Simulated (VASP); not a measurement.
# Lu3F2 (Pm-3m) in VASP: a series of runs

Runs on Lu3F2. Level: PBE. Tasks: relaxation of cell and atoms.

All numbers are computed with VASP 6.6.1; they aren't measurements. Logs are shortened: lines on timing, memory, paths and dates and some standing lists are left out, and cuts for length are marked.

### Step 1. The cell of the first run

Symmetry: Pm-3m, No. 221, cubic system. The conventional cell has a = 4.549 Å, b = 4.549 Å, c = 4.549 Å, α = 90.00°, β = 90.00°, γ = 90.00°. Within 3.0 Å of Lu (site symmetry 4/mmm) lie 2 F at 2.27 Å. F (site symmetry m-3m) has 6 Lu at 2.27 Å within 3.0 Å. Within 4.2 Å of F (site symmetry m-3m) lie 12 Lu at 3.22 Å and 8 F at 3.94 Å.

The cell was generated, and may not be a known phase.

### Step 2. Relaxation of cell and atoms, PBE

Contents of INCAR:

```
SYSTEM = Lu3F2
PREC = Accurate
ENCUT = 600
EDIFF = 1E-7
ISMEAR = 0
SIGMA = 0.1
LREAL = .FALSE.
LASPH = .TRUE.
NELM = 80
ALGO = Normal
ISIF = 3
LWAVE = .FALSE.
LCHARG = .FALSE.
GGA = PE
IBRION = 2
NSW = 90
EDIFFG = -0.04
```

Contents of KPOINTS:

```
regular mesh
0
G
  4 4 4
  0 0 0
```

Contents of POSCAR:

```
Lu3F2
1.0
    4.5492359900      0.0000000000      0.0000000000
    0.0000000000      4.5492359900      0.0000000000
    0.0000000000      0.0000000000      4.5492359900
Lu F
3 2
Direct
    0.5000000000      0.0000000000      0.0000000000
    0.0000000000      0.5000000000      0.0000000000
    0.0000000000      0.0000000000      0.5000000000
    0.0000000000      0.0000000000      0.0000000000
    0.5000000000      0.5000000000      0.5000000000
```

Potentials or basis: VASP PAW PBE potentials, release 64 (Lu, F).

On the command line:

```sh
> cat potpaw_PBE.64/Lu/POTCAR potpaw_PBE.64/F/POTCAR > POTCAR
> mpirun -np 1 vasp_std > vasp.out
```

OUTCAR:

```text
SYSTEM = Lu3F2
   PREC = Accurate
   ENCUT = 600
   EDIFF = 1E-7
   ISMEAR = 0
   LREAL = .FALSE.
   LASPH = .TRUE.
   NELM = 80
   ISIF = 3
   GGA = PE
   IBRION = 2
   NSW = 90
   EDIFFG = -0.04

 ion  position               nearest neighbor table
   1  0.500  0.000  0.000-   4 2.27   4 2.27   2 3.22   3 3.22   2 3.22   2 3.22   3 3.22   3 3.22
                             3 3.22   2 3.22
   2  0.000  0.500  0.000-   4 2.27   4 2.27   1 3.22   3 3.22   1 3.22   3 3.22   3 3.22   3 3.22
                             1 3.22   1 3.22
   3  0.000  0.000  0.500-   4 2.27   4 2.27   1 3.22   1 3.22   2 3.22   2 3.22   2 3.22   2 3.22
                             1 3.22   1 3.22
   4  0.000  0.000  0.000-   1 2.27   2 2.27   3 2.27   3 2.27   2 2.27   1 2.27
   5  0.500  0.500  0.500-

  LATTYP: Found a simple cubic cell.
 ALAT       =     4.5492359900

  Lattice vectors:

 A1 = (   4.5492359900,   0.0000000000,   0.0000000000)
 A2 = (   0.0000000000,   4.5492359900,   0.0000000000)
 A3 = (   0.0000000000,   0.0000000000,   4.5492359900)

Analysis of symmetry for initial positions (statically):
=====================================================================
 Subroutine PRICEL returns:
 Original cell was already a primitive cell.

 Routine SETGRP: Setting up the symmetry group for a
 simple cubic supercell.

 Subroutine GETGRP returns: Found 48 space group operations
 (whereof 48 operations were pure point group operations)
 out of a pool of 48 trial point group operations.

The static configuration has the point symmetry O_h .

Analysis of symmetry for dynamics (positions and initial velocities):
=====================================================================
 Subroutine PRICEL returns:
 Original cell was already a primitive cell.

 Routine SETGRP: Setting up the symmetry group for a
 simple cubic supercell.

 Subroutine GETGRP returns: Found 48 space group operations
 (whereof 48 operations were pure point group operations)
 out of a pool of 48 trial point group operations.

The dynamic configuration has the point symmetry O_h .

 Subroutine INISYM returns: Found 48 space group operations
 (whereof 48 operations are pure point group operations),
 and found     1 'primitive' translations

----------------------------------------------------------------------------------------

                                     Primitive cell

  volume of cell :      94.1489

  direct lattice vectors                    reciprocal lattice vectors
     4.549235990  0.000000000  0.000000000     0.219817130  0.000000000  0.000000000
     0.000000000  4.549235990  0.000000000     0.000000000  0.219817130  0.000000000
[... 70 lines left out ...]
   ISPIN  =      1    spin polarized calculation?
   LNONCOLLINEAR =      F non collinear calculations
   LSORBIT =      F    spin-orbit coupling
   LASPH  =      T    aspherical Exc in radial PAW
   ENCUT  =  600.0 eV  44.10 Ry    6.64 a.u.   9.09  9.09  9.09*2*pi/ulx,y,z
   NELM   =     80;   NELMIN=  2; NELMDL= -5     # of ELM steps
   EDIFF  = 0.1E-06   stopping-criterion for ELM
   LREAL  =      F    real-space projection
   EDIFFG = -.4E-01   stopping-criterion for IOM
   NSW    =     90    number of steps for IOM
   IBRION =      2    ionic relax: 0-MD 1-quasi-New 2-CG
   NFREE  =      1    steps in history (QN), initial steepest desc. (CG)
   ISIF   =      3    stress and relaxation
   ISYM   =      2    0-nonsym 1-usesym 2-fastsym
   POTIM  = 0.5000    time-step for ionic-motion
   TEBEG  =    0.0;   TEEND  =   0.0 temperature during run
   PSTRESS=    0.0 pullay stress
   NELECT =      89.0000    total number of electrons
   NUPDOWN=      -1.0000    fix difference up-down
   EMIN   =  10.00;   EMAX   =-10.00  energy-range for DOS
   EFERMI =   0.00;   METHOD = LEGACY
   ISMEAR =     0;   SIGMA  =   0.10  broadening in eV -4-tet -1-fermi 0-gaus
   EFERMI_NEDOS =   21; number of points for ismear=-14 and -15
   IALGO  =     38    algorithm
   IMIX   =      4    mixing-type and parameters
     AMIX     =   0.40;   BMIX     =  1.00
     AMIX_MAG =   1.60;   BMIX_MAG =  1.00
  volume/ion in A,a.u.               =      18.83       127.07
  Fermi-wavevector in a.u.,A,eV,Ry     =   1.606693  3.036210 35.122950  2.581464
  Thomas-Fermi vector in A             =   2.702840
   LORBIT       =      0    0 simple, 1 ext, 2 COOP (PROOUT), +10 PAW based schemes
   GGA     = PE    functional components
   LHFCALC =     F    Hartree Fock is set to
   AEXX    =    0.0000 exact exchange contribution
   IVDW    =     0    specifies the selected vdW correction
   LEPSILON=     F    determine dielectric tensor
   LRPA    =     F    only Hartree local field effects (RPA)
 conjugate gradient relaxation of ions
 non-spin polarized calculation
 Gauss-broadening in eV      SIGMA  =   0.10
  energy-cutoff  :      600.00
  volume of cell :       94.15
 maximum number of plane-waves:      3178
   NGX = 19   NGY = 19   NGZ = 19

--------------------------------------- Ionic step        1  -------------------------------------------

 number of electron      89.0000063 magnetization

 Free energy of the ion-electron system (eV)
  ---------------------------------------------------
  ext. energy  EPLUGINS =         0.00000000
  ---------------------------------------------------
  free energy    TOTEN  =       -20.25322245 eV

  energy without entropy =      -20.22419078  energy(sigma->0) =      -20.23870661

------------------------ aborting loop because EDIFF is reached ----------------------------------------

  FORCE on cell =-STRESS in cart. coord.  units (eV):
  Direction    XX          YY          ZZ          XY          YZ          ZX
  --------------------------------------------------------------------------------------
  -------------------------------------------------------------------------------------
  Total        6.3583191      6.3583191      6.3583191     -0.0000000     -0.0000000     -0.0000000
  in kB      108.2025514    108.2025514    108.2025514     -0.0000000     -0.0000000     -0.0000000
  external PRESSURE =     108.2025514 kB  Pullay stress =       0.0000000 kB
[... 104 lines left out ...]
--------------------------------------- Ionic step        4  -------------------------------------------

 number of electron      89.0000056 magnetization

 Free energy of the ion-electron system (eV)
  ---------------------------------------------------
  ext. energy  EPLUGINS =         0.00000000
  ---------------------------------------------------
  free energy    TOTEN  =       -20.82218849 eV

  energy without entropy =      -20.78937099  energy(sigma->0) =      -20.80577974

 E-fermi :   2.1968     XC(G=0): -10.0987

 val. band max:        2.1727285601   @ k =   0.5000   0.5000   0.2500
 cond. band min:       2.2370355858   @ k =   0.5000   0.2500   0.0000
 fundamental gap:      0.0643070257
 Fermi energy:         2.1968341491

 k-point     1 :       0.0000    0.0000    0.0000
  band No.  band energies     occupation
      1     -54.8236      2.00000
      2     -54.7903      2.00000
      3     -54.7903      2.00000
      4     -25.7224      2.00000
      5     -25.7224      2.00000
      6     -25.7224      2.00000
[... 581 lines left out ...]
  FREE ENERGIE OF THE ION-ELECTRON SYSTEM (eV)
  ---------------------------------------------------
  free  energy   TOTEN  =       -20.8221884921 eV

  energy  without entropy=      -20.7893709933  energy(sigma->0) =      -20.80577974

 reached required accuracy - stopping structural energy minimisation
```

OSZICAR:

```text
N       E                     dE             d eps       ncg     rms          rms(c)
DAV:   1     0.978561318646E+03    0.97856E+03   -0.33788E+04  1545   0.598E+03
DAV:   2     0.163611468094E+03   -0.81495E+03   -0.77662E+03  1348   0.101E+03
DAV:   3     0.221045398768E+01   -0.16140E+03   -0.15599E+03  1171   0.255E+02
DAV:   4    -0.200778499712E+02   -0.22288E+02   -0.21612E+02  1486   0.776E+01
[... 60 lines left out ...]
DAV:   9    -0.208221841410E+02    0.52763E-05   -0.11068E-04  1554   0.569E-02    0.810E-03
DAV:  10    -0.208221888019E+02   -0.46609E-05   -0.14873E-05  1660   0.160E-02    0.406E-03
DAV:  11    -0.208221881134E+02    0.68852E-06   -0.16061E-06  1376   0.932E-03    0.269E-03
DAV:  12    -0.208221884111E+02   -0.29771E-06   -0.19990E-07   867   0.263E-03    0.965E-04
DAV:  13    -0.208221884921E+02   -0.81072E-07   -0.58029E-08   657   0.183E-03
   4 F= -.20822188E+02 E0= -.20805780E+02  d E =-.568966E+00
```

Run time: 4.4 min. Hardware: 1 thread of Intel Xeon Platinum 8488C (Sapphire Rapids), shared host; peak memory 0.24 GiB.

Results:

| Quantity | Value |
| --- | --- |
| Free energy | -20.8222 eV |
| Relaxed volume | 22.88 Å³/atom |
| Relaxed cell | a = 4.854 Å, b = 4.854 Å, c = 4.854 Å, α = 90.00°, β = 90.00°, γ = 90.00° |
| Space group after relaxing (to 0.1 Å) | Pm-3m (No. 221) |
| Energy gained by relaxing | 113.8 meV/atom |
| Ionic steps | 4 |
| Pressure after relaxing | 0.0 GPa |
| Band gap on the k mesh | zero (an odd number of electrons rules out a gap without spin polarisation) |

The path:
```csv
step,energy change (eV),largest force (eV/Å),pressure (GPa),volume (Å³)
1,0.0000,0.0000,10.82,94.15
2,-0.5653,0.0000,0.69,112.56
3,-0.5680,0.0000,-0.33,115.31
4,-0.5690,0.0000,0.00,114.40
```

Final structure:
```yaml
crystal:
  lattice:
    - [4.85448, 0.00000, 0.00000]
    - [0.00000, 4.85448, 0.00000]
    - [0.00000, 0.00000, 4.85448]
  atoms:
    - { symbol: Lu, position: [0.50000, 0.00000, 0.00000] }
    - { symbol: Lu, position: [0.00000, 0.50000, 0.00000] }
    - { symbol: Lu, position: [0.00000, 0.00000, 0.50000] }
    - { symbol: F, position: [0.00000, 0.00000, 0.00000] }
    - { symbol: F, position: [0.50000, 0.50000, 0.50000] }
```

Caveat: the volume moved by over 15 % at a fixed basis, so the end points are rough; spin-orbit coupling is left out, which moves the levels of the heavy elements.

### Step 3. Relaxation of cell and atoms, PBE

This run uses another cell than the first one, of 22.75 Å³/atom.

Contents of INCAR:

```
ALGO = Normal ; EDIFF = 1E-7
EDIFFG = -0.01 ; ENCUT = 600
GGA = PE ; IBRION = 2
ISIF = 3 ; ISMEAR = 0
LASPH = True ; LCHARG = False
LREAL = False ; LWAVE = False
NELM = 100 ; NSW = 100
PREC = Accurate ; SIGMA = 0.1
```

Contents of KPOINTS:

```
k-points
0
Gamma
  8 8 8
```

POSCAR: that of step 2 with these lines changed.

```diff
@@ -2,5 +2,5 @@
 1.0
-    4.5492359900      0.0000000000      0.0000000000
-    0.0000000000      4.5492359900      0.0000000000
-    0.0000000000      0.0000000000      4.5492359900
+    4.8453916400      0.0000000000      0.0000000000
+    0.0000000000      4.8453916400      0.0000000000
+    0.0000000000      0.0000000000      4.8453916400
 Lu F
```

Potentials or basis: VASP PAW PBE potentials, release 64 (Lu, F).

On the command line:

```sh
> cat potpaw_PBE.64/Lu/POTCAR potpaw_PBE.64/F/POTCAR > POTCAR
> mpirun -np 1 vasp_std > vasp.out
```

Wall time 13 min (1 thread of Intel Xeon Platinum 8488C (Sapphire Rapids), shared host); peak memory 0.38 GiB.

It converged, with:

| Item | Value |
| --- | --- |
| Free energy | -20.8245 eV |
| Relaxed volume | 23.02 Å³/atom |
| Relaxed cell | a = 4.865 Å, b = 4.865 Å, c = 4.865 Å, α = 90.00°, β = 90.00°, γ = 90.00° |
| Space group after relaxing (to 0.1 Å) | Pm-3m (No. 221) |
| Energy gained by relaxing | 0.3 meV/atom |
| Ionic steps | 3 |
| Pressure after relaxing | 0.0 GPa |
| Band gap on the k mesh | zero (an odd number of electrons rules out a gap without spin polarisation) |

Step by step:
```tsv
step	energy change (eV)	largest force (eV/Å)	pressure (GPa)	volume (Å³)
1	0.0000	0.0000	0.42	113.76
2	-0.0016	0.0000	0.11	114.74
3	-0.0017	0.0000	-0.01	115.12
```

Final structure:
```cif
data_structure
_symmetry_space_group_name_H-M 'P 1'
_symmetry_Int_Tables_number 1
_cell_length_a 4.8646
_cell_length_b 4.8646
_cell_length_c 4.8646
_cell_angle_alpha 90.000
_cell_angle_beta 90.000
_cell_angle_gamma 90.000
_cell_volume 115.12
loop_
_atom_site_label
_atom_site_type_symbol
_atom_site_fract_x
_atom_site_fract_y
_atom_site_fract_z
_atom_site_occupancy
Lu1 Lu 0.50000 0.00000 0.00000 1
Lu2 Lu 0.00000 0.50000 0.00000 1
Lu3 Lu 0.00000 0.00000 0.50000 1
F1 F 0.00000 0.00000 0.00000 1
F2 F 0.50000 0.50000 0.50000 1
```

Levels at points of the mesh, in eV from the Fermi level:
```csv
k point,band 40,band 41,band 42,band 43,band 44,band 45,band 46,band 47,band 48,band 49
"(0.00, 0.00, 0.00)",-3.61,-3.61,-3.61,-0.93,-0.93,-0.78,-0.78,-0.78,1.24,3.27
"(0.50, 0.00, 0.00)",-3.71,-3.71,-1.73,-1.63,-0.46,0.58,0.58,0.63,0.97,1.65
"(0.50, 0.50, 0.00)",-4.04,-3.75,-0.48,-0.48,-0.31,0.21,0.90,0.90,1.03,1.07
"(0.50, 0.50, 0.50)",-3.79,-3.79,-0.95,-0.95,-0.95,-0.32,1.44,1.44,1.44,2.09
```

Caveat: spin-orbit coupling is left out, which moves the levels of the heavy elements.

The gap in the log of VASP goes by the Fermi energy; the results here count the filled bands.